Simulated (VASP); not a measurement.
A run of VASP 6.6.1 is set up as follows.

The input INCAR:

```
PREC = Accurate
ENCUT = 520
EDIFF = 1E-6
ISMEAR = 0
SIGMA = 0.15
LREAL = False
LASPH = True
NELM = 80
ALGO = Normal
ISIF = 2
LWAVE = False
LCHARG = True
GGA = PS
LELF = True
LVHAR = True
NBANDS = 14
```

The input KPOINTS:

```
Automatic mesh
0
Gamma
  18 18 18
```

The input POSCAR:

```
HfN
1.0
    0.0000000000      2.0782800000      2.0782800000
    2.0782800000      0.0000000000      2.0782800000
    2.0782800000      2.0782800000      0.0000000000
Hf N
1 1
Direct
    0.0000000000      0.0000000000      0.0000000000
    0.5000000000      0.5000000000      0.5000000000
```

Potentials or basis: VASP PAW PBE potentials, release 64 (Hf_pv, N).

Command:

```bash
$ cat potpaw_PBE.64/Hf_pv/POTCAR potpaw_PBE.64/N/POTCAR > POTCAR
$ mpirun -np 1 vasp_std > vasp.out
```

Problem. What does it give for the band gap on the k mesh?

Solution. Zero (an odd number of electrons rules out a gap without spin polarisation).

Problem. Estimate the pressure.

Solution. 111.5 GPa.

Caveat: the cell differs from its parent crystal (strain -0.080 along x and y, -0.080 along z); the cell stands under pressure; the PAW data sets were made with another functional, which shifts forces and pressure a little; spin-orbit coupling is left out, which moves the levels of the heavy elements.
